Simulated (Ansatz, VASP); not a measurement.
## One calculation of KCdCO3F, two programs

The input INCAR:

```
ALGO     = Normal         # electronic algorithm
EDIFF    = 1E-6           # SCF threshold, eV
EDIFFG   = -0.005         # ionic threshold
ENCUT    = 600            # plane-wave cutoff, eV
GGA      = PS             # functional
IBRION   = 2              # ionic algorithm
ISIF     = 3              # what is computed and relaxed
ISMEAR   = 0              # smearing method
LASPH    = True           # aspherical terms in the spheres
LCHARG   = False          # write CHGCAR
LREAL    = False          # projectors in reciprocal space
LWAVE    = False          # write WAVECAR
NELM     = 60             # most SCF steps
NSW      = 100            # ionic steps
PREC     = Accurate       # precision mode
SIGMA    = 0.02           # smearing width, eV
```

File KPOINTS:

```
k-points
0
Gamma
  6 6 6
```

File POSCAR:

```
KCdCO3F
1.0
    5.0438030915      0.0000000000      0.0000000000
   -2.5219015457      4.3680616089      0.0000000000
    0.0000000000      0.0000000000      4.4202152902
K Cd C O F
1 1 1 3 1
Direct
    0.0000000000      0.0000000000      0.0000000000
    0.6666666667      0.3333333333      0.5000000000
    0.3333333333      0.6666666667      0.5000000000
    0.1860485873      0.3720971745      0.5000000000
    0.1860485873      0.8139514127      0.5000000000
    0.6279028255      0.8139514127      0.5000000000
    0.6666666667      0.3333333333      0.0000000000
```

Input for Ansatz:

```yaml
crystal:
  lattice:
    - [5.0438030915, 0.0, 0.0]
    - [-2.5219015457, 4.3680616089, 0.0]
    - [0.0, 0.0, 4.4202152902]
  atoms:
    - { symbol: K, position: [0.0, 0.0, 0.0] }
    - { symbol: Cd, position: [0.6666666667, 0.3333333333, 0.5] }
    - { symbol: C, position: [0.3333333333, 0.6666666667, 0.5] }
    - { symbol: O, position: [0.1860485873, 0.3720971745, 0.5] }
    - { symbol: O, position: [0.1860485873, 0.8139514127, 0.5] }
    - { symbol: O, position: [0.6279028255, 0.8139514127, 0.5] }
    - { symbol: F, position: [0.6666666667, 0.3333333333, 0.0] }
basis:
  ecutwfc: 420
kpoints:
  mp_grid: { grid: [6, 6, 6] }
hamiltonian:
  xc: pbesol
scf:
  occupations: { method: gaussian, width: 0.02 }
output:
  forces: true
  stress: true
  eigenvalues: true
  write_density: true
  write_potential: true
  elf: true
  volumetric_format: npy
relax:
  adjacent_minimum: "off"
  f_tol: 0.005
  max_steps: 80
  cell: { stress_tol: 0.05 }
```

Alike in both runs: task relaxation of cell and atoms; functional PBEsol; k mesh 6 × 6 × 6; occupations gaussian, width 0.02 eV; no spin polarisation.

|  | VASP | Ansatz |
| --- | --- | --- |
| version | VASP 6.6.1 | Ansatz 0.2.0 |
| potentials or method | VASP PAW PBE potentials, release 64 (K_sv, Cd, C, O, F), cutoff 600 eV | scalar-relativistic, plane waves, PAW |
| valence electrons in the cell | 50 | 58 |

```csv
,VASP,Ansatz,Ansatz less VASP
"gap on the k mesh at the Fermi level, each at its own relaxed structure (eV)",1.88,1.92,+0.036
relaxed volume (Å³/atom),13.92,13.87,-0.052
relaxed length of the cell vector where the two differ most in proportion (Å),4.428,4.415,-0.0128
```

VASP's potentials were made for PBE, not for PBEsol. VASP's potentials hold 50 valence electrons a cell and Ansatz's 58, so a difference there can come from the potentials and not from the codes.
